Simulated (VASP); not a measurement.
A run of VASP 6.6.1 is set up as follows.

The input INCAR:

```
PREC = Accurate ; ENCUT = 400
EDIFF = 1E-6 ; ISMEAR = -1
SIGMA = 0.02 ; LREAL = False
LASPH = True ; NELM = 120
ALGO = Normal ; ISIF = 2
LWAVE = False ; LCHARG = False
LDIPOL = True ; IDIPOL = 3
DIPOL = 0.5 0.5 0.500 ; GGA = PE
NBANDS = 36 ; GGA_COMPAT = False
NELMDL = -8
```

KPOINTS

```
Automatic mesh
0
Gamma
  7 5 1
```

POSCAR

```
Sn
1.0
    4.7064645934      0.0000000000      0.0000000000
    0.0000000000      6.6559460589      0.0000000000
    0.0000000000      0.0000000000     18.3532000000
Sn
4
Direct
    0.0000000000      0.3750000000      0.4358904088
    0.5000000000      0.1250000000      0.4358904088
    0.5000000000      0.8750000000      0.5641095912
    0.0000000000      0.6250000000      0.5641095912
```

Potentials or basis: VASP PAW PBE potentials, release 64 (Sn_d).

Run with:

```console
$ cat potpaw_PBE.64/Sn_d/POTCAR > POTCAR
$ mpirun -np 1 vasp_std > vasp.out
```

**Question.** What does it give for the largest force?

**Answer.** 0.221 eV/Å.

Forces in eV/Å, atoms in the order of the input:
```
Sn   0.000  0.012  0.220
Sn   0.000 -0.012  0.220
Sn   0.000  0.012 -0.220
Sn   0.000 -0.012 -0.220
```
